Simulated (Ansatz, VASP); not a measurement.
# Two plane-wave programs on CuO

INCAR

```
SYSTEM = CuO
ALGO = Normal ; EDIFF = 1E-6
ENCUT = 520 ; GGA = PS
ISIF = 2 ; ISMEAR = 0
LASPH = .True. ; LCHARG = .False.
LREAL = .False. ; LWAVE = .False.
NBANDS = 25 ; NELM = 80
PREC = Accurate ; SIGMA = 0.1
```

File KPOINTS:

```
k-points
0
Gamma
  10 10 6
  0 0 0
```

POSCAR

```
CuO
1.0
    2.0020983537     -2.2010098272      0.0291588292
    1.9521302856      2.1548140925     -0.0225834655
    0.0085139745     -0.0619394827      5.1796991639
Cu O
2 2
Direct
   -0.0032510948      0.5415648415      0.0656106232
    0.5210979807     -0.0290031121      0.4987049539
    0.5006637234      0.4714371442      0.2477522482
    0.5178831113      0.5129565847      0.7234576730
```

Input for Ansatz:

```yaml
crystal:
  lattice:
    - [2.0020983537, -2.2010098272, 0.0291588292]
    - [1.9521302856, 2.1548140925, -0.0225834655]
    - [0.0085139745, -0.0619394827, 5.1796991639]
  atoms:
    - { symbol: Cu, position: [-0.0032510948, 0.5415648415, 0.0656106232] }
    - { symbol: Cu, position: [0.5210979807, -0.0290031121, 0.4987049539] }
    - { symbol: O, position: [0.5006637234, 0.4714371442, 0.2477522482] }
    - { symbol: O, position: [0.5178831113, 0.5129565847, 0.723457673] }
basis:
  ecutwfc: 420
kpoints:
  mp_grid: { grid: [10, 10, 6] }
hamiltonian:
  xc: pbesol
scf:
  occupations: { method: gaussian, width: 0.1 }
output:
  forces: true
  stress: true
  eigenvalues: true
```

Change from the starting cell: all atoms moved at random (sigma 0.1 Å), cell strained at random (1 %).

Alike in both runs: task single point; functional PBEsol; k mesh 10 × 10 × 6; occupations gaussian, width 0.1 eV; no spin polarisation.

|  | VASP | Ansatz |
| --- | --- | --- |
| version | VASP 6.6.1 | Ansatz 0.2.0 |
| potentials or method | VASP PAW PBE potentials, release 64 (Cu, O), cutoff 520 eV | scalar-relativistic, plane waves, PAW |
| valence electrons in the cell | 34 | 50 |

VASP gave:

```
gap on the k mesh at the Fermi level (eV)                     : none
pressure (GPa)                                                : 4.6
traceless stress, the component that is largest in VASP (GPa) : -7.59
rms of the force components (eV/Å)                            : 1.522
```

Estimate Ansatz's values.

gap on the k mesh at the Fermi level (eV): none; pressure (GPa): 3.7; traceless stress, the component that is largest in VASP (GPa): -7.61; rms of the force components (eV/Å): 1.462.

VASP's potentials were made for PBE, not for PBEsol. Atom by atom the forces differ by 0.063 eV/Å (rms over components). A gap of «none» marks a metal or a gap that the smearing closes. VASP's potentials hold 34 valence electrons a cell and Ansatz's 50, so a difference there can come from the potentials and not from the codes.
